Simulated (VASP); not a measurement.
A run of VASP 6.6.1:

File INCAR:

```
SYSTEM = BeB2
  ALGO = Normal
  EDIFF = 1E-6
  ENCUT = 600
  GGA_COMPAT = .False.
  ISIF = 2
  ISMEAR = -1
  LASPH = .True.
  LCHARG = .False.
  LREAL = .False.
  LWAVE = .False.
  NBANDS = 11
  NELM = 120
  PREC = Accurate
  SIGMA = 0.05
```

The input KPOINTS:

```
k-points
0
Gamma
  11 11 10
  0 0 0
```

The input POSCAR:

```
BeB2
1.0
    2.9965136560      0.0000000000      0.0000000000
   -1.4982568280      2.5950569844      0.0000000000
    0.0000000000      0.0000000000      2.9429644844
Be B
1 2
Direct
    0.0000000000      0.0000000000      0.0000000000
    0.3333333333      0.6666666667      0.5000000000
    0.6666666667      0.3333333333      0.5000000000
```

Potentials or basis: VASP PAW LDA potentials, release 64 (Be, B).

Launch:

```bash
$ cat potpaw_LDA.64/Be/POTCAR potpaw_LDA.64/B/POTCAR > POTCAR
$ mpirun -np 1 vasp_std > vasp.out
```

Hardware: 1 thread of Intel Xeon 8259CL, on a shared host.

Estimate the wall time of this run.

It took 25 s on 1 thread of Intel Xeon 8259CL, with other jobs on the host, peak memory 0.14 GiB. Counts: scf iterations 12, k points 96.
